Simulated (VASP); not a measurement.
# Pt (P6_3/mmc) in VASP: settings compared

The runs below take Pt through single point, with PBEsol, r2SCAN.

All numbers are computed with VASP 6.6.1; they aren't measurements. Logs are shortened: lines on timing, memory, paths and dates and some standing lists are left out, and cuts for length are marked.

## 1. The cell of the first run

It takes space group P6_3/mmc (No. 194, hexagonal). Conventional cell: a = 2.902 Å, b = 2.902 Å, c = 4.750 Å, α = 90.00°, β = 90.00°, γ = 120.00°. Within 3.8 Å of Pt (site symmetry -6m2) lie 12 Pt at 2.90 to 2.91 Å.

## 2. Single point, PBEsol (strained)

File INCAR:

```
PREC = Accurate
ENCUT = 520
EDIFF = 1E-7
ISMEAR = 0
SIGMA = 0.1
LREAL = False
LASPH = True
NELM = 60
ALGO = Normal
ISIF = 2
LWAVE = False
LCHARG = False
GGA = PS
NBANDS = 17
```

File KPOINTS:

```
Automatic mesh
0
Gamma
  15 15 8
```

File POSCAR:

```
Pt
1.0
    2.9019840887      0.0000000000      0.0000000000
   -1.4509920443      2.5131919421      0.0000000000
    0.0000000000      0.0000000000      4.7499152995
Pt
2
Direct
    0.6666666700      0.3333333300      0.7500000000
    0.3333333300      0.6666666700      0.2500000000
```

Potentials or basis: VASP PAW PBE potentials, release 64 (Pt).

Run with:

```
> cat potpaw_PBE.64/Pt/POTCAR > POTCAR
> mpirun -np 1 vasp_std > vasp.out
```

OUTCAR:

```text
PREC = Accurate
   ENCUT = 520
   EDIFF = 1E-7
   ISMEAR = 0
   LREAL = False
   LASPH = True
   NELM = 60
   ISIF = 2
   GGA = PS

 ion  position               nearest neighbor table
   1  0.667  0.333  0.750-   2 2.91   2 2.91   2 2.91   2 2.91   2 2.91   2 2.91
   2  0.333  0.667  0.250-   1 2.91   1 2.91   1 2.91   1 2.91   1 2.91   1 2.91

  LATTYP: Found a hexagonal cell.
 ALAT       =     2.9019840887
 C/A-ratio  =     1.6367819927

  Lattice vectors:

 A1 = (   2.9019840887,   0.0000000000,   0.0000000000)
 A2 = (  -1.4509920443,   2.5131919421,   0.0000000000)
 A3 = (   0.0000000000,   0.0000000000,   4.7499152995)

Analysis of symmetry for initial positions (statically):
=====================================================================
 Subroutine PRICEL returns:
 Original cell was already a primitive cell.

 Routine SETGRP: Setting up the symmetry group for a
 hexagonal supercell.

 Subroutine GETGRP returns: Found 24 space group operations
 (whereof 12 operations were pure point group operations)
 out of a pool of 24 trial point group operations.

The static configuration has the point symmetry D_3d.
 The point group associated with its full space group is D_6h.

Analysis of symmetry for dynamics (positions and initial velocities):
=====================================================================
 Subroutine PRICEL returns:
 Original cell was already a primitive cell.

 Routine SETGRP: Setting up the symmetry group for a
 hexagonal supercell.

 Subroutine GETGRP returns: Found 24 space group operations
 (whereof 12 operations were pure point group operations)
 out of a pool of 24 trial point group operations.

The dynamic configuration has the point symmetry D_3d.
 The point group associated with its full space group is D_6h.

 Subroutine INISYM returns: Found 24 space group operations
 (whereof 12 operations are pure point group operations),
 and found     1 'primitive' translations

----------------------------------------------------------------------------------------

                                     Primitive cell

  volume of cell :      34.6423

  direct lattice vectors                    reciprocal lattice vectors
     2.901984089  0.000000000  0.000000000     0.344591827  0.198950184  0.000000000
    -1.450992044  2.513191942  0.000000000     0.000000000  0.397900369  0.000000000
     0.000000000  0.000000000  4.749915299     0.000000000  0.000000000  0.210530070

  length of vectors
     2.901984089  2.901984089  4.749915299     0.397900369  0.397900369  0.210530070

  position of ions in fractional coordinates (direct lattice)
     0.666666670  0.333333330  0.750000000
     0.333333330  0.666666670  0.250000000

  ion indices of the primitive-cell ions
   primitive index   ion index
                 1           1
                 2           2

----------------------------------------------------------------------------------------

 KPOINTS: Automatic mesh

Automatic generation of k-mesh.
 Grid dimensions read from file:
 generate k-points for:   15   15    8

 Generating k-lattice:

  Cartesian coordinates                     Fractional coordinates (reciprocal lattice)
     0.022972788  0.013263346  0.000000000     0.066666667  0.000000000  0.000000000
     0.000000000  0.026526691  0.000000000     0.000000000  0.066666667  0.000000000
     0.000000000  0.000000000  0.026316259     0.000000000  0.000000000  0.125000000

  Length of vectors
     0.026526691  0.026526691  0.026316259

  Shift w.r.t. Gamma in fractional coordinates (k-lattice)
     0.000000000  0.000000000  0.000000000

 Subroutine IBZKPT returns following result:
 ===========================================

 Found    135 irreducible k-points:

 Following reciprocal coordinates:
            Coordinates               Weight
  0.000000  0.000000  0.000000      1.000000
  0.066667  0.000000  0.000000      6.000000
  0.133333  0.000000  0.000000      6.000000
  0.200000  0.000000  0.000000      6.000000
  0.266667  0.000000  0.000000      6.000000
  0.333333  0.000000  0.000000      6.000000
[... 16 lines left out ...]
  0.333333  0.200000  0.000000     12.000000
  0.400000  0.200000  0.000000      6.000000
 [... further k-points ...]
   k-points           NKPTS =    135   k-points in BZ     NKDIM =    135   number of bands    NBANDS=     17
   number of dos      NEDOS =    301   number of ions     NIONS =      2
   total plane-waves  NPLWV =  20736
   dimension x,y,z NGX =    24 NGY =   24 NGZ =   36
   dimension x,y,z NGXF=    48 NGYF=   48 NGZF=   72
   ions per type =               2
   NGX,Y,Z   is equivalent  to a cutoff of  13.75, 13.75, 12.60 a.u.
   NGXF,Y,Z  is equivalent  to a cutoff of  27.50, 27.50, 25.20 a.u.
 SYSTEM =  unknown system
   PREC   = accura    normal or accurate (medium, high low for compatibility)
   ISTART =      0    job   : 0-new  1-cont  2-samecut
   ICHARG =      2    charge: 1-file 2-atom 10-const
   ISPIN  =      1    spin polarized calculation?
   LNONCOLLINEAR =      F non collinear calculations
   LSORBIT =      F    spin-orbit coupling
   LASPH  =      T    aspherical Exc in radial PAW
   ENCUT  =  520.0 eV  38.22 Ry    6.18 a.u.   5.40  5.40  8.83*2*pi/ulx,y,z
   NELM   =     60;   NELMIN=  2; NELMDL= -5     # of ELM steps
   EDIFF  = 0.1E-06   stopping-criterion for ELM
   LREAL  =      F    real-space projection
   EDIFFG = 0.1E-05   stopping-criterion for IOM
   NSW    =      0    number of steps for IOM
   IBRION =     -1    ionic relax: 0-MD 1-quasi-New 2-CG
   NFREE  =      0    steps in history (QN), initial steepest desc. (CG)
   ISIF   =      2    stress and relaxation
   ISYM   =      2    0-nonsym 1-usesym 2-fastsym
   POTIM  = 0.5000    time-step for ionic-motion
   TEBEG  =    0.0;   TEEND  =   0.0 temperature during run
   PSTRESS=    0.0 pullay stress
   NELECT =      20.0000    total number of electrons
   NUPDOWN=      -1.0000    fix difference up-down
   EMIN   =  10.00;   EMAX   =-10.00  energy-range for DOS
   EFERMI =   0.00;   METHOD = LEGACY
   ISMEAR =     0;   SIGMA  =   0.10  broadening in eV -4-tet -1-fermi 0-gaus
   EFERMI_NEDOS =   21; number of points for ismear=-14 and -15
   IALGO  =     38    algorithm
   IMIX   =      4    mixing-type and parameters
     AMIX     =   0.40;   BMIX     =  1.00
     AMIX_MAG =   1.60;   BMIX_MAG =  1.00
  volume/ion in A,a.u.               =      17.32       116.89
  Fermi-wavevector in a.u.,A,eV,Ry     =   1.363168  2.576014 25.282705  1.858226
  Thomas-Fermi vector in A             =   2.489594
   LORBIT       =      0    0 simple, 1 ext, 2 COOP (PROOUT), +10 PAW based schemes
   GGA     = PS    functional components
   LHFCALC =     F    Hartree Fock is set to
   AEXX    =    0.0000 exact exchange contribution
   IVDW    =     0    specifies the selected vdW correction
   LEPSILON=     F    determine dielectric tensor
   LRPA    =     F    only Hartree local field effects (RPA)
 non-spin polarized calculation
 Gauss-broadening in eV      SIGMA  =   0.10
  energy-cutoff  :      520.00
  volume of cell :       34.64
 maximum number of plane-waves:       966
 NGX is ok and might be reduce to    24
   NGX = 11   NGY = 11   NGZ = 17

 number of electron      20.0000004 magnetization

 Free energy of the ion-electron system (eV)
  ---------------------------------------------------
  ext. energy  EPLUGINS =         0.00000000
  ---------------------------------------------------
  free energy    TOTEN  =       -13.34863154 eV

  energy without entropy =      -13.31957398  energy(sigma->0) =      -13.33410276

 E-fermi :   8.6188     XC(G=0): -12.8183

 val. band max:        8.6154375272   @ k =   0.2667   0.0667   0.1250
 cond. band min:       8.6209831185   @ k =   0.0000   0.0000   0.0000
 fundamental gap:      0.0055455913
 Fermi energy:         8.6187649075

 k-point     1 :       0.0000    0.0000    0.0000
  band No.  band energies     occupation
      1      -0.1992      2.00000
      2       2.5850      2.00000
      3       5.5819      2.00000
      4       5.7063      2.00000
      5       5.7063      2.00000
      6       6.0992      2.00000
[... 9 lines left out ...]
     16      25.8831      0.00000
     17      27.7383      0.00000

 k-point     2 :       0.0667    0.0000    0.0000
  band No.  band energies     occupation
      1      -0.0597      2.00000
      2       2.7040      2.00000
      3       5.4314      2.00000
      4       5.8063      2.00000
      5       5.8393      2.00000
      6       6.0426      2.00000
[... 9 lines left out ...]
     16      25.8225      0.00000
     17      27.0604      0.00000

 k-point     3 :       0.1333    0.0000    0.0000
  band No.  band energies     occupation
      1       0.3464      2.00000
      2       3.0287      2.00000
      3       5.1947      2.00000
      4       5.8478      2.00000
      5       6.0990      2.00000
      6       6.1201      2.00000
[... 9 lines left out ...]
     16      25.6073      0.00000
     17      25.7836      0.00000

 k-point     4 :       0.2000    0.0000    0.0000
  band No.  band energies     occupation
      1       0.9757      2.00000
      2       3.4258      2.00000
      3       5.0111      2.00000
      4       5.4114      2.00000
      5       5.6629      2.00000
      6       6.2650      2.00000
[... 9 lines left out ...]
     16      25.4876      0.00000
     17      25.7505      0.00000
[... 343 lines left out ...]
      1       3.4484      2.00000
      2       4.0438      2.00000
      3       4.1268      2.00000
      4       4.7201      2.00000
      5       5.3965      2.00000
      6       6.0810      2.00000
[... 9 lines left out ...]
     16      22.3687      0.00000
     17      23.2654      0.00000

 k-point    23 :       0.3333    0.2000    0.0000
  band No.  band energies     occupation
      1       3.7437      2.00000
      2       3.8709      2.00000
      3       3.9738      2.00000
      4       5.1630      2.00000
      5       5.4041      2.00000
      6       5.8783      2.00000
[... 9 lines left out ...]
     16      20.4747      0.00000
     17      22.5118      0.00000

 k-point    24 :       0.4000    0.2000    0.0000
  band No.  band energies     occupation
      1       3.8118      2.00000
      2       3.8154      2.00000
      3       3.9148      2.00000
      4       5.3817      2.00000
      5       5.4390      2.00000
      6       5.7689      2.00000
[... 9 lines left out ...]
     16      19.3605      0.00000
     17      22.0018      0.00000

 [... further k-points ...]
[... 5 lines left out ...]
  --------------------------------------------------------------------------------------
  -------------------------------------------------------------------------------------
  Total       -6.2158328     -6.2158328     -4.9045196     -0.0000000      0.0000000      0.0000000
  in kB     -287.4771676   -287.4771676   -226.8300082     -0.0000000      0.0000000      0.0000000
  external PRESSURE =    -267.2614478 kB  Pullay stress =       0.0000000 kB

 VOLUME and BASIS-vectors are now :
 -----------------------------------------------------------------------------
  energy-cutoff  :      520.00
  volume of cell :       34.64
      direct lattice vectors                 reciprocal lattice vectors
     2.901984089  0.000000000  0.000000000     0.344591827  0.198950184  0.000000000
    -1.450992044  2.513191942  0.000000000     0.000000000  0.397900369  0.000000000
     0.000000000  0.000000000  4.749915299     0.000000000  0.000000000  0.210530070

 POSITION                                       TOTAL-FORCE (eV/Angst)
 -----------------------------------------------------------------------------------
      1.45099      0.83773      3.56244         0.000000      0.000000      0.000000
     -0.00000      1.67546      1.18748        -0.000000     -0.000000      0.000000
 -----------------------------------------------------------------------------------
    total drift:                               -0.000001      0.000001     -0.000000

  FREE ENERGIE OF THE ION-ELECTRON SYSTEM (eV)
  ---------------------------------------------------
  free  energy   TOTEN  =       -13.3486315425 eV

  energy  without entropy=      -13.3195739756  energy(sigma->0) =      -13.33410276
```

Run time: 23 s. Hardware: 1 thread of Intel Xeon 6975P-C (Granite Rapids), shared host; peak memory 0.2 GiB.

Results:

```
Free energy            : -13.3486 eV
Pressure               : -26.7 GPa
Band gap on the k mesh : zero (band 10 reaches 8.87 eV, above the bottom of band 11 at 7.88 eV)
```

Stress tensor (GPa, compression positive):
```
-28.75   0.00   0.00
  0.00 -28.75   0.00
  0.00   0.00 -22.68
```

Levels at points of the mesh, in eV from the Fermi level:
```tsv
k point	band 6	band 7	band 8	band 9	band 10	band 11	band 12	band 13	band 14	band 15
(0.00, 0.00, 0.00)	-2.52	-2.52	-1.89	-1.89	-0.22	-0.22	0.00	4.77	14.87	16.55
(0.00, 0.00, 0.50)	-2.98	-2.98	-2.98	-0.74	-0.74	-0.74	-0.74	12.44	12.44	15.22
```

Caveat: the cell differs from its parent crystal (strained); the PAW data sets were made with another functional, which shifts forces and pressure a little; spin-orbit coupling is left out, which moves the levels of the heavy elements.

(Continued in part 2 of 2.)
